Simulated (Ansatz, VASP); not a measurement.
Two plane-wave programs on Cd

File INCAR:

```
SYSTEM = Cd
ALGO = Normal
EDIFF = 1E-7
ENCUT = 520
ISIF = 2
ISMEAR = -1
LASPH = .True.
LCHARG = .False.
LREAL = .False.
LWAVE = .False.
NBANDS = 12
NELM = 80
PREC = Accurate
SIGMA = 0.1
```

The input KPOINTS:

```
k-points
0
Gamma
  14 14 14
  0 0 0
```

POSCAR

```
Cd
1.0
   -1.7852893466      1.7852893466      1.7852893466
    1.7852893466     -1.7852893466      1.7852893466
    1.7852893466      1.7852893466     -1.7852893466
Cd
1
Direct
    0.0000000000      0.0000000000      0.0000000000
```

Input for Ansatz:

```yaml
crystal:
  lattice:
    - [-1.7852893466, 1.7852893466, 1.7852893466]
    - [1.7852893466, -1.7852893466, 1.7852893466]
    - [1.7852893466, 1.7852893466, -1.7852893466]
  atoms:
    - { symbol: Cd, position: [0.0, 0.0, 0.0] }
hamiltonian:
  xc: lda
  pseudopotentials:
    kind: paw
    azcp:
      Cd: "pseudopotentials/Cd.paw.azcp"
basis:
  ecutwfc: 420
  fft_grid_basis: typed
kpoints:
  mp_grid: { grid: [14, 14, 14], shift: [0, 0, 0] }
magnetization:
  spin_polarized: false
scf:
  occupations: { method: fermi_dirac, width: 0.1 }
  lower_state_search: "off"
output:
  stress: true
```

Alike in both runs: task single point; functional LDA; k mesh 14 × 14 × 14; occupations fermi-dirac, width 0.1 eV; no spin polarisation.

|  | VASP | Ansatz |
| --- | --- | --- |
| version | VASP 6.6.1 | Ansatz 0.2.0 |
| potentials or method | VASP PAW LDA potentials, release 64 (Cd), cutoff 520 eV | plane waves (420 eV) with PAW, scalar-relativistic |
| valence electrons in the cell | 12 | 20 |

```tsv
	VASP	Ansatz	Ansatz less VASP
pressure (GPa)	-4.8	-5.1	-0.28
```

Ansatz warns that its potentials were made for another functional, while VASP's fit it. LDA's correlation is that of Perdew and Zunger in VASP and of Perdew and Wang (1992) in Ansatz. VASP's potentials hold 12 valence electrons a cell and Ansatz's 20, so a difference there can come from the potentials and not from the codes.
